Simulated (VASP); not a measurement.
# Zr (Fm-3m) in VASP: a series of runs, part 2 of 2

VASP 6.6.1. Earlier steps stand in the parts before.

### Step 3. Electric field gradients, PBE

File INCAR:

```
ALGO     = Normal         # electronic algorithm
EDIFF    = 1E-8           # SCF threshold, eV
ENCUT    = 520            # plane-wave cutoff, eV
GGA      = PE             # functional
ISIF     = 2              # what is computed and relaxed
ISMEAR   = -1             # smearing method
LASPH    = True           # aspherical terms in the spheres
LCHARG   = False          # write CHGCAR
LEFG     = True         
LREAL    = False          # projectors in reciprocal space
LWAVE    = False          # write WAVECAR
NBANDS   = 12             # bands
NELM     = 80             # most SCF steps
PREC     = Accurate       # precision mode
SIGMA    = 0.05           # smearing width, eV
```

File KPOINTS:

```
k-points
0
Gamma
  13 13 13
```

File POSCAR:

```
Zr
1.0
    0.0000000000      2.2550000000      2.2550000000
    2.2550000000      0.0000000000      2.2550000000
    2.2550000000      2.2550000000      0.0000000000
Zr
1
Direct
    0.0000000000      0.0000000000      0.0000000000
```

Potentials or basis: VASP PAW PBE potentials, release 64 (Zr_sv).

Started as:

```console
cat potpaw_PBE.64/Zr_sv/POTCAR > POTCAR
mpirun -np 1 vasp_std > vasp.out
```

OUTCAR:

```text
EDIFF = 1E-8
   ENCUT = 520
   GGA = PE
   ISIF = 2
   ISMEAR = -1
   LASPH = True
   LREAL = False
   NELM = 80
   PREC = Accurate

 ion  position               nearest neighbor table
   1  0.000  0.000  0.000-

  LATTYP: Found a face centered cubic cell.
 ALAT       =     4.5100000000

  Lattice vectors:

 A1 = (   0.0000000000,   2.2550000000,   2.2550000000)
 A2 = (   2.2550000000,   0.0000000000,   2.2550000000)
[... 565 lines left out ...]
    total drift:                                0.000000      0.000000      0.000000

  FREE ENERGIE OF THE ION-ELECTRON SYSTEM (eV)
  ---------------------------------------------------
  free  energy   TOTEN  =        -8.4841438131 eV

  energy  without entropy=       -8.4699746387  energy(sigma->0) =       -8.47705923

 Electric field gradients (V/A^2)
---------------------------------------------------------------------
 ion       V_xx      V_yy      V_zz      V_xy      V_xz      V_yz
---------------------------------------------------------------------
   1      -0.000    -0.000     0.000    -0.000    -0.000    -0.000
---------------------------------------------------------------------

 Electric field gradients after diagonalization (V/A^2)
 (convention: |V_zz| > |V_xx| > |V_yy|)
----------------------------------------------------------------------
 ion       V_xx      V_yy      V_zz     asymmetry (V_yy - V_xx)/ V_zz
----------------------------------------------------------------------
   1       0.000     0.000    -0.000       0.000
----------------------------------------------------------------------

           NMR quadrupolar parameters

 Cq : quadrupolar parameter    Cq=e*Q*V_zz/h
 eta: asymmetry parameters     (V_yy - V_xx)/ V_zz
 Q  : nuclear electric quadrupole moment in mb (millibarn)
----------------------------------------------------------------------
 ion       Cq(MHz)       eta       Q (mb)
----------------------------------------------------------------------
   1      -0.000       0.000       1.000
----------------------------------------------------------------------
```

OSZICAR:

```text
N       E                     dE             d eps       ncg     rms          rms(c)
DAV:   1     0.868623851533E+02    0.86862E+02   -0.69455E+03  2016   0.998E+02
DAV:   2    -0.584921086416E+01   -0.92712E+02   -0.90046E+02  2340   0.269E+02
DAV:   3    -0.874805957798E+01   -0.28988E+01   -0.28571E+01  3004   0.402E+01
DAV:   4    -0.881439271487E+01   -0.66333E-01   -0.66304E-01  2344   0.580E+00
DAV:   5    -0.881571257864E+01   -0.13199E-02   -0.13199E-02  2964   0.619E-01    0.104E+01
DAV:   6    -0.853346122145E+01    0.28225E+00   -0.37419E-01  2180   0.568E+00    0.417E+00
DAV:   7    -0.848101116825E+01    0.52450E-01   -0.20387E-01  2400   0.400E+00    0.715E-01
DAV:   8    -0.848415280877E+01   -0.31416E-02   -0.12307E-02  2412   0.128E+00    0.105E-01
DAV:   9    -0.848415344588E+01   -0.63711E-06   -0.45994E-04  2604   0.190E-01    0.235E-02
DAV:  10    -0.848414840051E+01    0.50454E-05   -0.15756E-05  2420   0.409E-02    0.670E-03
DAV:  11    -0.848414398113E+01    0.44194E-05   -0.19200E-06  2900   0.113E-02    0.168E-03
DAV:  12    -0.848414381613E+01    0.16500E-06   -0.29780E-08  2748   0.145E-03    0.520E-04
DAV:  13    -0.848414381309E+01    0.30384E-08   -0.19859E-09  1420   0.514E-04
   1 F= -.84841438E+01 E0= -.84770592E+01  d E =-.141692E-01
```

Wall time 14 s (1 thread of Intel Xeon Platinum 8259CL at 2.50GHz (Skylake/Cascade Lake), shared host); peak memory 0.14 GiB.

Results:

```
Free energy            : -8.4841 eV
Pressure               : 1.2 GPa
Band gap on the k mesh : zero (band 6 reaches 10.04 eV, above the bottom of band 7 at 8.48 eV)
```

Caveat: without QUAD_EFG the Cq values of the log hold for a quadrupole moment of 1 mb, not for the nuclei.

### Step 4. Electric field gradients, PBE (volume scaled by 0.98)

File INCAR:

```
SYSTEM = Zr
ALGO     = Normal         ! electronic algorithm
EDIFF    = 1E-8           ! SCF threshold, eV
ENCUT    = 520            ! plane-wave cutoff, eV
GGA      = PE             ! functional
ISIF     = 2              ! what is computed and relaxed
ISMEAR   = -1             ! smearing method
LASPH    = .TRUE.         ! aspherical terms in the spheres
LCHARG   = .FALSE.        ! write CHGCAR
LEFG     = .TRUE.       
LREAL    = .FALSE.        ! projectors in reciprocal space
LWAVE    = .FALSE.        ! write WAVECAR
NBANDS   = 12             ! bands
NELM     = 100            ! most SCF steps
PREC     = Accurate       ! precision mode
SIGMA    = 0.05           ! smearing width, eV
```

File KPOINTS:

```
k-points
0
G
  13 13 13
  0 0 0
```

File POSCAR:

```
Zr
1.0
    0.0000000000      2.2398653158      2.2398653158
    2.2398653158      0.0000000000      2.2398653158
    2.2398653158      2.2398653158      0.0000000000
Zr
1
Direct
    0.0000000000      0.0000000000      0.0000000000
```

Potentials or basis: VASP PAW PBE potentials, release 64 (Zr_sv).

Started as:

```console
cat potpaw_PBE.64/Zr_sv/POTCAR > POTCAR
mpirun -np 1 vasp_std > vasp.out
```

OUTCAR:

```text
SYSTEM = Zr
   EDIFF = 1E-8
   ENCUT = 520
   GGA = PE
   ISIF = 2
   ISMEAR = -1
   LASPH = .TRUE.
   LREAL = .FALSE.
   NELM = 100
   PREC = Accurate

 ion  position               nearest neighbor table
   1  0.000  0.000  0.000-

  LATTYP: Found a face centered cubic cell.
 ALAT       =     4.4797306316

  Lattice vectors:

 A1 = (   0.0000000000,   2.2398653158,   2.2398653158)
 A2 = (   2.2398653158,   0.0000000000,   2.2398653158)
 A3 = (   2.2398653158,   2.2398653158,   0.0000000000)

Analysis of symmetry for initial positions (statically):
=====================================================================
 Subroutine PRICEL returns:
 Original cell was already a primitive cell.

 Routine SETGRP: Setting up the symmetry group for a
 face centered cubic supercell.

[... 540 lines left out ...]
  external PRESSURE =      31.1307536 kB  Pullay stress =       0.0000000 kB

 VOLUME and BASIS-vectors are now :
 -----------------------------------------------------------------------------
  energy-cutoff  :      520.00
  volume of cell :       22.47
      direct lattice vectors                 reciprocal lattice vectors
     0.000000000  2.239865316  2.239865316    -0.223227708  0.223227708  0.223227708
     2.239865316  0.000000000  2.239865316     0.223227708 -0.223227708  0.223227708
     2.239865316  2.239865316  0.000000000     0.223227708  0.223227708 -0.223227708

 POSITION                                       TOTAL-FORCE (eV/Angst)
 -----------------------------------------------------------------------------------
      0.00000      0.00000      0.00000         0.000000     -0.000000      0.000000
 -----------------------------------------------------------------------------------
    total drift:                                0.000000      0.000000     -0.000000

  FREE ENERGIE OF THE ION-ELECTRON SYSTEM (eV)
  ---------------------------------------------------
  free  energy   TOTEN  =        -8.4778137959 eV

  energy  without entropy=       -8.4637596276  energy(sigma->0) =       -8.47078671

 Electric field gradients (V/A^2)
---------------------------------------------------------------------
 ion       V_xx      V_yy      V_zz      V_xy      V_xz      V_yz
---------------------------------------------------------------------
   1       0.000    -0.000    -0.000    -0.000    -0.000    -0.000
---------------------------------------------------------------------

 Electric field gradients after diagonalization (V/A^2)
 (convention: |V_zz| > |V_xx| > |V_yy|)
----------------------------------------------------------------------
 ion       V_xx      V_yy      V_zz     asymmetry (V_yy - V_xx)/ V_zz
----------------------------------------------------------------------
   1       0.000     0.000    -0.000       0.000
----------------------------------------------------------------------

           NMR quadrupolar parameters

 Cq : quadrupolar parameter    Cq=e*Q*V_zz/h
 eta: asymmetry parameters     (V_yy - V_xx)/ V_zz
 Q  : nuclear electric quadrupole moment in mb (millibarn)
----------------------------------------------------------------------
 ion       Cq(MHz)       eta       Q (mb)
----------------------------------------------------------------------
   1      -0.000       0.000       1.000
----------------------------------------------------------------------
```

Wall time 15 s (1 thread of Intel Xeon Platinum 8259CL at 2.50GHz (Skylake/Cascade Lake), shared host); peak memory 0.14 GiB.

What came out:

```yaml
Free_energy: -8.4778 eV
Pressure: 3.1 GPa
Band_gap_on_the_k_mesh: zero (band 6 reaches 10.27 eV, above the bottom of band 7 at 8.70 eV)
```

Caveat: without QUAD_EFG the Cq values of the log hold for a quadrupole moment of 1 mb, not for the nuclei.
